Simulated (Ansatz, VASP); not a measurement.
## TaGe3Pd2: VASP beside Ansatz

```
Ta Ge Pd
1.0
     3.16922    0.00000    0.00000
     0.00000    3.16922    0.00000
     0.00000    0.00000    9.71376
Ta Ge Pd
1 3 2
Direct
  0.00000 0.00000 0.00000
  0.50000 0.50000 0.18173
  0.50000 0.50000 0.50000
  0.50000 0.50000 0.81827
  0.00000 0.00000 0.33928
  0.00000 0.00000 0.66072
```

Change from the starting cell: species swapped into the Mg3HgAu2 type (P4/mmm, No. 123).

Alike in both runs: task single point; functional PBE; k mesh 6 × 6 × 2; occupations gaussian, width 0.1 eV; no spin polarisation.

|  | VASP | Ansatz |
| --- | --- | --- |
| version | VASP 6.6.1 | Ansatz 0.2.0 |
| potentials or method | VASP PAW PBE potentials, release 64 (Ta_pv, Ge_d, Pd), cutoff 520 eV | scalar-relativistic, plane waves, PAW |
| valence electrons in the cell | 73 | 91 |

|  | VASP | Ansatz | Ansatz less VASP |
| --- | --- | --- | --- |
| gap on the k mesh at the Fermi level (eV) | none | none | - |
| pressure (GPa) | -0.6 | -0.7 | -0.09 |
| traceless stress, the component that is largest in VASP (GPa) | 0.62 | 0.59 | -0.034 |
| rms of the force components (eV/Å) | 0.203 | 0.204 | +0.0017 |

Atom by atom the forces differ by 0.002 eV/Å (rms over components). A gap of «none» marks a metal or a gap that the smearing closes. With one functional, cell and mesh, what is left measures potentials, basis and numerics. VASP's potentials hold 73 valence electrons a cell and Ansatz's 91, so a difference there can come from the potentials and not from the codes.

Spin-orbit coupling is off throughout.
